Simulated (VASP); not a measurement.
# MgO (Pm-3m) in VASP: G0W0 quasiparticle levels with PBE

Aim: the G0W0 quasiparticle levels of MgO with PBE.

All numbers are computed with VASP 6.6.1; they aren't measurements. Logs are shortened: lines on timing, memory, paths and dates and some standing lists are left out, and cuts for length are marked.

## 1. The cell of the first run

It takes space group Pm-3m (No. 221, cubic). Conventional cell: a = 2.623 Å, b = 2.623 Å, c = 2.623 Å, α = 90.00°, β = 90.00°, γ = 90.00°. Within 3.0 Å of Mg (site symmetry m-3m) lie 8 O at 2.27 Å and 6 Mg at 2.62 Å. Within 3.0 Å of O (site symmetry m-3m) lie 8 Mg at 2.27 Å and 6 O at 2.62 Å.

## 2. G0W0 quasiparticle levels, PBE

POSCAR reads:

```
MgO
1.0
    2.6233491265      0.0000000000      0.0000000000
    0.0000000000      2.6233491265      0.0000000000
    0.0000000000      0.0000000000      2.6233491265
Mg O
1 1
Direct
    0.0000000000      0.0000000000      0.0000000000
    0.5000000000      0.5000000000      0.5000000000
```

INCAR.step1 reads:

```
SYSTEM = MgO
PREC     = Accurate       ! precision mode
ENCUT    = 500            ! plane-wave cutoff, eV
EDIFF    = 1E-8           ! SCF threshold, eV
ISMEAR   = 0              ! smearing method
SIGMA    = 0.01           ! smearing width, eV
LREAL    = .False.        ! projectors in reciprocal space
LASPH    = .True.         ! aspherical terms in the spheres
NELM     = 100            ! most SCF steps
ALGO     = Normal         ! electronic algorithm
LWAVE    = .True.         ! write WAVECAR
LCHARG   = .False.        ! write CHGCAR
GGA      = PE             ! functional
```

INCAR.step2 reads:

```
SYSTEM = MgO
PREC     = Accurate       ! precision mode
ENCUT    = 500            ! plane-wave cutoff, eV
EDIFF    = 1E-8           ! SCF threshold, eV
ISMEAR   = 0              ! smearing method
SIGMA    = 0.01           ! smearing width, eV
LREAL    = .False.        ! projectors in reciprocal space
LASPH    = .True.         ! aspherical terms in the spheres
NELM     = 1              ! most SCF steps
ALGO     = Exact          ! electronic algorithm
LWAVE    = .True.         ! write WAVECAR
LCHARG   = .False.        ! write CHGCAR
GGA      = PE             ! functional
NBANDS   = 103            ! bands
LOPTICS  = .True.         ! frequency-dependent dielectric function
ISTART   = 1
```

INCAR.step3 reads:

```
SYSTEM = MgO
PREC     = Accurate       ! precision mode
ENCUT    = 500            ! plane-wave cutoff, eV
EDIFF    = 1E-8           ! SCF threshold, eV
ISMEAR   = 0              ! smearing method
SIGMA    = 0.01           ! smearing width, eV
LREAL    = .False.        ! projectors in reciprocal space
LASPH    = .True.         ! aspherical terms in the spheres
ALGO     = EVGW0          ! electronic algorithm
LWAVE    = .False.        ! write WAVECAR
LCHARG   = .False.        ! write CHGCAR
GGA      = PE             ! functional
NELMGW   = 1            
NBANDS   = 103            ! bands
ENCUTGW  = 180.0          ! cutoff of the response function
NOMEGA   = 96             ! frequency points
PRECFOCK = Fast         
ISTART   = 1            
NBANDSGW = 12           
OMEGAMAX = 20
```

KPOINTS reads:

```
regular mesh
0
Gamma
  6 6 6
  0 0 0
```

Potentials or basis: VASP PAW PBE potentials, release 64 (Mg_GW, O_GW).

On the command line:

```sh
$ cat potpaw_PBE.64/Mg_GW/POTCAR potpaw_PBE.64/O_GW/POTCAR > POTCAR
$ cp INCAR.step1 INCAR
$ mpirun -np 1 vasp_std > vasp.out
$ cp INCAR.step2 INCAR
$ mpirun -np 1 vasp_std > vasp.out
$ cp INCAR.step3 INCAR
$ mpirun -np 1 vasp_std > vasp.out
```

OUTCAR:

```text
SYSTEM = MgO
   PREC = Accurate
   ENCUT = 500
   EDIFF = 1E-8
   ISMEAR = 0
   LREAL = .False.
   LASPH = .True.
   GGA = PE
   NELMGW = 1
   ENCUTGW = 180.0
   PRECFOCK = Fast
   ISTART = 1

 ion  position               nearest neighbor table
   1  0.000  0.000  0.000-
   2  0.500  0.500  0.500-

  LATTYP: Found a simple cubic cell.
 ALAT       =     2.6233491265

  Lattice vectors:

 A1 = (   2.6233491265,   0.0000000000,   0.0000000000)
 A2 = (   0.0000000000,   2.6233491265,   0.0000000000)
 A3 = (   0.0000000000,   0.0000000000,   2.6233491265)

Analysis of symmetry for initial positions (statically):
=====================================================================
 Subroutine PRICEL returns:
 Original cell was already a primitive cell.

 Routine SETGRP: Setting up the symmetry group for a
 simple cubic supercell.

 Subroutine GETGRP returns: Found 48 space group operations
 (whereof 48 operations were pure point group operations)
 out of a pool of 48 trial point group operations.

The static configuration has the point symmetry O_h .

Analysis of symmetry for dynamics (positions and initial velocities):
=====================================================================
 Subroutine PRICEL returns:
 Original cell was already a primitive cell.

 Routine SETGRP: Setting up the symmetry group for a
 simple cubic supercell.

 Subroutine GETGRP returns: Found 48 space group operations
 (whereof 48 operations were pure point group operations)
 out of a pool of 48 trial point group operations.

The dynamic configuration has the point symmetry O_h .

 Subroutine INISYM returns: Found 48 space group operations
 (whereof 48 operations are pure point group operations),
 and found     1 'primitive' translations

----------------------------------------------------------------------------------------

                                     Primitive cell

  volume of cell :      18.0538

  direct lattice vectors                    reciprocal lattice vectors
     2.623349126  0.000000000  0.000000000     0.381192114  0.000000000  0.000000000
     0.000000000  2.623349126  0.000000000     0.000000000  0.381192114  0.000000000
     0.000000000  0.000000000  2.623349126     0.000000000  0.000000000  0.381192114

  length of vectors
     2.623349126  2.623349126  2.623349126     0.381192114  0.381192114  0.381192114

  position of ions in fractional coordinates (direct lattice)
     0.000000000  0.000000000  0.000000000
     0.500000000  0.500000000  0.500000000

  ion indices of the primitive-cell ions
   primitive index   ion index
                 1           1
                 2           2

----------------------------------------------------------------------------------------

 KPOINTS: regular mesh

Automatic generation of k-mesh.
 Grid dimensions read from file:
 generate k-points for:    6    6    6

 Generating k-lattice:

  Cartesian coordinates                     Fractional coordinates (reciprocal lattice)
     0.063532019  0.000000000  0.000000000     0.166666667  0.000000000  0.000000000
     0.000000000  0.063532019  0.000000000     0.000000000  0.166666667  0.000000000
     0.000000000  0.000000000  0.063532019     0.000000000  0.000000000  0.166666667

  Length of vectors
     0.063532019  0.063532019  0.063532019

  Shift w.r.t. Gamma in fractional coordinates (k-lattice)
     0.000000000  0.000000000  0.000000000

 Subroutine IBZKPT returns following result:
 ===========================================

 Found     20 irreducible k-points:

 Following reciprocal coordinates:
            Coordinates               Weight
  0.000000  0.000000  0.000000      1.000000
  0.166667  0.000000  0.000000      6.000000
  0.333333  0.000000  0.000000      6.000000
  0.500000  0.000000  0.000000      3.000000
  0.166667  0.166667  0.000000     12.000000
  0.333333  0.166667  0.000000     24.000000
[... 12 lines left out ...]
  0.500000  0.500000  0.333333      6.000000
  0.500000  0.500000  0.500000      1.000000
   k-points           NKPTS =     20   k-points in BZ     NKDIM =    216   number of bands    NBANDS=    103
   number of dos      NEDOS =    301   number of ions     NIONS =      2
   total plane-waves  NPLWV =   8000
   dimension x,y,z NGX =    20 NGY =   20 NGZ =   20
   dimension x,y,z NGXF=    40 NGYF=   40 NGZF=   40
   ions per type =               1   1
   NGX,Y,Z   is equivalent  to a cutoff of  12.67, 12.67, 12.67 a.u.
   NGXF,Y,Z  is equivalent  to a cutoff of  25.35, 25.35, 25.35 a.u.
 SYSTEM =  MgO
   PREC   = accura    normal or accurate (medium, high low for compatibility)
   ISTART =      1    job   : 0-new  1-cont  2-samecut
   ICHARG =      0    charge: 1-file 2-atom 10-const
   ISPIN  =      1    spin polarized calculation?
   LNONCOLLINEAR =      F non collinear calculations
   LSORBIT =      F    spin-orbit coupling
   LASPH  =      T    aspherical Exc in radial PAW
   ENCUT  =  500.0 eV  36.75 Ry    6.06 a.u.   4.78  4.78  4.78*2*pi/ulx,y,z
   NELM   =     60;   NELMIN=  2; NELMDL=  0     # of ELM steps
   EDIFF  = 0.1E-07   stopping-criterion for ELM
   LREAL  =      F    real-space projection
   EDIFFG = 0.1E-06   stopping-criterion for IOM
   NSW    =      0    number of steps for IOM
   IBRION =     -1    ionic relax: 0-MD 1-quasi-New 2-CG
   NFREE  =      0    steps in history (QN), initial steepest desc. (CG)
   ISIF   =      0    stress and relaxation
   ISYM   =      3    0-nonsym 1-usesym 2-fastsym
   POTIM  = 0.5000    time-step for ionic-motion
   TEBEG  =    0.0;   TEEND  =   0.0 temperature during run
   PSTRESS=    0.0 pullay stress
   NELECT =       8.0000    total number of electrons
   NUPDOWN=      -1.0000    fix difference up-down
   EMIN   =  10.00;   EMAX   =-10.00  energy-range for DOS
   EFERMI =   0.00;   METHOD = LEGACY
   ISMEAR =     0;   SIGMA  =   0.01  broadening in eV -4-tet -1-fermi 0-gaus
   EFERMI_NEDOS =   21; number of points for ismear=-14 and -15
   IALGO  =     38    algorithm
   IMIX   =      4    mixing-type and parameters
     AMIX     =   0.40;   BMIX     =  1.00
     AMIX_MAG =   1.60;   BMIX_MAG =  1.00
  volume/ion in A,a.u.               =       9.03        60.92
  Fermi-wavevector in a.u.,A,eV,Ry     =   1.248098  2.358563 21.194461  1.557749
  Thomas-Fermi vector in A             =   2.382200
   LORBIT       =      0    0 simple, 1 ext, 2 COOP (PROOUT), +10 PAW based schemes
   GGA     = PE    functional components
   LHFCALC =     T    Hartree Fock is set to
   PRECFOCK=fast      Normal, Fast or Accurate (Low or Medium for compatibility)
   ENCUT4O =  -1.0   cutoff for four orbital integrals eV
   NKREDX  =     1    reduce k-point grid by
   NKREDY  =     1    reduce k-point grid by
   NKREDZ  =     1    reduce k-point grid by
   AEXX    =    1.0000 exact exchange contribution
   HFSCREEN=    0.0000 screening length (either q_TF or 0.3 A-1)
   HFSCREENC=   0.0000 screening length for correlation (either q_TF or 0.3 A-1)
   ENCUTFOCK=  -1.0 apply spherical cutoff to Coloumb kernel
   IVDW    =     0    specifies the selected vdW correction
   LEPSILON=     F    determine dielectric tensor
   LRPA    =     F    only Hartree local field effects (RPA)
   LRPAFORCE           =     F    calculate RPA forces
   ENCUTGW             = 180.0    cutoff for response function in eV
   ENCUTGWSOFT         = 144.0    soft cutoff for Coulomb kernel in GW response function in eV
   ENCUTLF             =  -1.0    cutoff for local field effects
   NELMGW              =     1    number of iterations in solving QP/BSE equation
   NELMHF              =     1    number of iterations in the inner HF iteration
   NKREDLFX            =     1    NKREDLFY  =   1   NKREDLFZ  =   1
 non-spin polarized calculation
 Gauss-broadening in eV      SIGMA  =   0.01
  energy-cutoff  :      500.00
  volume of cell :       18.05
 maximum number of plane-waves:       480
 NGX is ok and might be reduce to    20
  NGX = 12; NGY = 12; NGZ = 12
   NGX =  9   NGY =  9   NGZ =  9
 maximum number of plane-waves:       104

 QP shifts <psi_nk| G(iteration)W_0 |psi_nk>: iteration 1
 for sc-GW calculations column KS-energies equals QP-energies in previous step
 and V_xc(KS)=  KS-energies - (<T + V_ion + V_H > + <T+V_H+V_ion>^1  + <V_x>^1)

 k-point   1 :       0.0000    0.0000    0.0000
  band No.  KS-energies  QP-energies   sigma(KS)   V_xc(KS)     V^pw_x(r,r')   Z            occupation Imag(sigma)

      1     -13.4756     -15.2294     -20.5799     -17.8899     -29.6708       0.6520       2.0000       1.0769
      2       4.1011       2.9681     -20.7101     -19.2292     -24.5966       0.7650       2.0000       0.0536
      3       4.1011       2.9681     -20.7101     -19.2292     -24.5966       0.7650       2.0000       0.0536
      4       4.1011       2.9681     -20.7101     -19.2292     -24.5966       0.7650       2.0000       0.0536
      5       7.7376       8.7873     -10.9803     -12.2522      -7.7462       0.8253       0.0000      -0.0418
      6      15.5963      16.5454      -7.8087      -8.9616      -3.3018       0.8232       0.0000      -0.0641
      7      15.5963      16.5454      -7.8087      -8.9616      -3.3018       0.8232       0.0000      -0.0641
      8      25.4707      26.9159      -9.7575     -11.5933      -3.5858       0.7872       0.0000      -0.6997
      9      25.4707      26.9159      -9.7575     -11.5933      -3.5858       0.7872       0.0000      -0.6997
     10      25.4707      26.9159      -9.7575     -11.5933      -3.5858       0.7872       0.0000      -0.6997
     11      32.7805      34.1900      -8.0268      -9.7229      -2.5276       0.8311       0.0000      -0.6766
     12      32.7805      34.1900      -8.0268      -9.7229      -2.5276       0.8311       0.0000      -0.6766

 k-point   2 :       0.1667    0.0000    0.0000
  band No.  KS-energies  QP-energies   sigma(KS)   V_xc(KS)     V^pw_x(r,r')   Z            occupation Imag(sigma)

      1     -13.2063     -15.0039     -20.8271     -18.1006     -29.8394       0.6593       2.0000       1.0729
      2       2.1875       0.9134     -18.4734     -16.7883     -22.3123       0.7562       2.0000       0.0673
      3       4.2091       3.0864     -20.8089     -19.3438     -24.6968       0.7663       2.0000       0.0532
      4       4.2091       3.0864     -20.8089     -19.3438     -24.6968       0.7663       2.0000       0.0532
      5       9.0770      10.2049     -11.9239     -13.3062      -8.6745       0.8160       0.0000      -0.0413
      6      16.0417      17.2193      -9.5748     -11.0408      -4.9707       0.8033       0.0000      -0.0727
      7      16.1777      17.1242      -7.7755      -8.9319      -3.1688       0.8185       0.0000      -0.0679
      8      24.9878      26.4057      -9.3444     -11.1144      -3.4321       0.8011       0.0000      -0.5917
      9      24.9878      26.4057      -9.3444     -11.1144      -3.4321       0.8011       0.0000      -0.5917
     10      26.1408      27.4769      -8.8979     -10.5345      -2.9442       0.8164       0.0000      -0.6950
     11      30.8622      32.0813      -8.4118      -9.9335      -2.5992       0.8012       0.0000      -0.6582
     12      30.8622      32.0813      -8.4118      -9.9335      -2.5992       0.8012       0.0000      -0.6582
[... 260 lines left out ...]
      1     -10.7217     -12.5882     -22.9193     -20.3336     -31.7072       0.7219       2.0000       1.1231
      2       1.1350      -0.2501     -18.6438     -16.7669     -22.9806       0.7380       2.0000       0.0841
      3       1.1350      -0.2501     -18.6438     -16.7669     -22.9806       0.7380       2.0000       0.0841
      4       2.2592       0.9481     -19.5483     -17.8026     -23.7529       0.7510       2.0000       0.0726
      5      11.8441      12.8424      -7.6220      -8.8253      -3.4634       0.8296       0.0000      -0.0528
      6      13.6929      14.7872      -8.4094      -9.7516      -4.0233       0.8153       0.0000      -0.0620
      7      13.6929      14.7872      -8.4094      -9.7516      -4.0233       0.8153       0.0000      -0.0620
      8      22.7600      24.2310     -12.0247     -13.9380      -6.1837       0.7688       0.0000      -0.3661
      9      23.1304      24.3286      -7.1174      -8.6264      -1.5127       0.7940       0.0000      -0.4826
     10      24.1285      25.6241     -12.0919     -14.0347      -5.9198       0.7698       0.0000      -0.4831
     11      24.1285      25.6241     -12.0919     -14.0347      -5.9198       0.7698       0.0000      -0.4831
     12      40.6216      42.0337      -6.3731      -7.9841      -0.6380       0.8766       0.0000      -1.3041

 k-point  20 :       0.5000    0.5000    0.5000
  band No.  KS-energies  QP-energies   sigma(KS)   V_xc(KS)     V^pw_x(r,r')   Z            occupation Imag(sigma)

      1     -10.4840     -12.3063     -23.0843     -20.5564     -31.8959       0.7209       2.0000       1.1069
      2       1.4473       0.0863     -19.0362     -17.2015     -23.3710       0.7418       2.0000       0.0811
      3       1.4473       0.0863     -19.0362     -17.2015     -23.3710       0.7418       2.0000       0.0811
      4       1.4473       0.0863     -19.0362     -17.2015     -23.3710       0.7418       2.0000       0.0811
      5      12.6478      13.6450      -7.6935      -8.9010      -3.4279       0.8258       0.0000      -0.0557
      6      12.6478      13.6450      -7.6935      -8.9010      -3.4279       0.8258       0.0000      -0.0557
      7      12.6478      13.6450      -7.6935      -8.9010      -3.4279       0.8258       0.0000      -0.0557
      8      21.5701      22.7621      -7.0436      -8.5534      -1.5789       0.7895       0.0000      -0.3589
      9      24.0922      25.6404     -12.5512     -14.5626      -6.2794       0.7697       0.0000      -0.4986
     10      24.0922      25.6404     -12.5512     -14.5626      -6.2794       0.7697       0.0000      -0.4986
     11      24.0922      25.6404     -12.5512     -14.5626      -6.2794       0.7697       0.0000      -0.4986
     12      41.8937      44.5670     -10.8350     -13.7506      -4.5937       0.9169       0.0000      -2.1362
```

It took 3.1 min on 1 thread of AMD EPYC 9R45 (Zen 5), shared host; peak memory 0.38 GiB.

What came out:

* Quasiparticle gap: 4.67 eV
* Least direct quasiparticle gap: 5.82 eV
* Band gap of the starting levels on the mesh: 2.62 eV
* Least direct gap of the starting levels on the mesh: 3.64 eV

Caveat: the k points lie up to 0.40 Å⁻¹ apart; bands, screening cutoff and mesh are small and nothing is extrapolated, so the quasiparticle values aren't converged; the structure was generated, so it needn't be the stable form of MgO.
